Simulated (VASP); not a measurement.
Write the native input for VASP 6.6.1 that does the following.

* Task: single point
* Functional: PBE
* Potentials or basis: VASP PAW PBE potentials, release 64 (K_sv)
* Cutoff: 520 eV
* k mesh: 14 × 14 × 1
* Occupations: gaussian, width 0.1 eV
* Spin: no spin polarisation
* Dipole correction: yes
* Further INCAR settings: ALGO = Fast; EDIFF = 1e-06; NBANDS = 16

The structure of K lies in POSCAR:

```
K
1.0
    4.4288658613      0.0000000000      0.0000000000
    0.0000000000      4.4288658613      0.0000000000
    0.0000000000      0.0000000000     31.1334741051
K
2
Direct
    0.5000000000      1.0000000000      0.2000762247
    1.0000000000      0.5000000000      0.3138400811
```

The cell was generated, and may not be a known phase.

One way to write it, as run:

INCAR

```
  ALGO = Fast
  DIPOL = 0.5 0.5 0.257
  EDIFF = 1E-6
  ENCUT = 520
  GGA = PE
  IDIPOL = 3
  ISIF = 2
  ISMEAR = 0
  LASPH = True
  LCHARG = False
  LDIPOL = True
  LREAL = False
  LWAVE = False
  NBANDS = 16
  NELM = 100
  PREC = Accurate
  SIGMA = 0.1
```

KPOINTS

```
k-points
0
Gamma
  14 14 1
```

Potentials or basis: VASP PAW PBE potentials, release 64 (K_sv).

Launch:

```console
$ cat potpaw_PBE.64/K_sv/POTCAR > POTCAR
$ mpirun -np 1 vasp_std > vasp.out
```

Results of the run:

The band gap on the k mesh is zero (bands 9 and 10 overlap by 2.04 eV).

It took 17 min on 1 thread of Oxide Virtual Turin-like Processor (shared host), peak memory 0.76 GiB.
